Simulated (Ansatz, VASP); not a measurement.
## TiCo in VASP and in Ansatz

INCAR

```
AGGAC    = 1.0          
AGGAX    = 1.0          
ALDAC    = 0.0          
ALDAX    = 1.0          
ALGO     = Normal         # electronic algorithm
EDIFF    = 1E-6           # SCF threshold, eV
EDIFFG   = -0.01          # ionic threshold
ENCUT    = 600            # plane-wave cutoff, eV
GGA      = B5             # functional
IBRION   = 2              # ionic algorithm
ISIF     = 3              # what is computed and relaxed
ISMEAR   = -1             # smearing method
ISPIN    = 2              # spin polarisation
IVDW     = 13             # dispersion correction
LASPH    = True           # aspherical terms in the spheres
LCHARG   = False          # write CHGCAR
LMAXMIX  = 4              # l up to which the mixer works
LORBIT   = 11             # projections on sites
LREAL    = False          # projectors in reciprocal space
LWAVE    = False          # write WAVECAR
MAGMOM   = 2 1            # initial moments
NELM     = 150            # most SCF steps
NSW      = 80             # ionic steps
PREC     = Accurate       # precision mode
SIGMA    = 0.05           # smearing width, eV
VDW_A1   = 0.44488865   
VDW_A2   = 4.0933009    
VDW_S6   = 1.0          
VDW_S8   = 2.34076671
```

The input KPOINTS:

```
k-points
0
Gamma
  9 9 9
```

File POSCAR:

```
TiCo
1.0
    2.9861109900      0.0000000000      0.0000000000
    0.0000000000      2.9861109900      0.0000000000
    0.0000000000      0.0000000000      2.9861109900
Co Ti
1 1
Direct
    0.5000000000      0.5000000000      0.5000000000
    0.0000000000      0.0000000000      0.0000000000
```

File input.yaml:

```yaml
crystal:
  lattice:
    - [2.98611099, 0.0, 0.0]
    - [0.0, 2.98611099, 0.0]
    - [0.0, 0.0, 2.98611099]
  atoms:
    - { symbol: Co, position: [0.5, 0.5, 0.5], spin: 2.0 }
    - { symbol: Ti, position: [0.0, 0.0, 0.0], spin: 1.0 }
kpoints:
  mp_grid: { grid: [9, 9, 9] }
scf:
  occupations: { method: fermi_dirac, width: 0.05 }
hamiltonian:
  xc: blyp
  dispersion: d4
  pseudopotentials: { kind: all_electron, lapw: { basis_error: 0.001 } }
magnetization:
  spin_polarized: true
output:
  forces: true
  stress: true
relax:
  f_tol: 0.01
  max_steps: 60
  cell: {}
```

Alike in both runs: task relaxation of cell and atoms; functional BLYP; dispersion D4; k mesh 9 × 9 × 9; occupations fermi-dirac, width 0.05 eV; collinear spin.

|  | VASP | Ansatz |
| --- | --- | --- |
| version | VASP 6.6.1 | Ansatz 0.2.0 |
| potentials or method | VASP PAW PBE potentials, release 64 (Co, Ti_sv), cutoff 600 eV | all-electron LAPW, scalar-relativistic |

```tsv
	VASP	Ansatz	Ansatz less VASP
net moment per atom (μB)	0.35	0.39	+0.038
size of the moment on the site where the two differ most (μB)	0.73	0.83	+0.092
relaxed volume (Å³/atom)	13.09	13.12	+0.032
relaxed cell length with the largest relative difference (Å)	2.969	2.971	+0.0024
```

VASP's potentials were made for PBE, not for BLYP. Site moments also hang on the region over which each program counts them. Ansatz ran all-electron here, and VASP with PAW potentials.
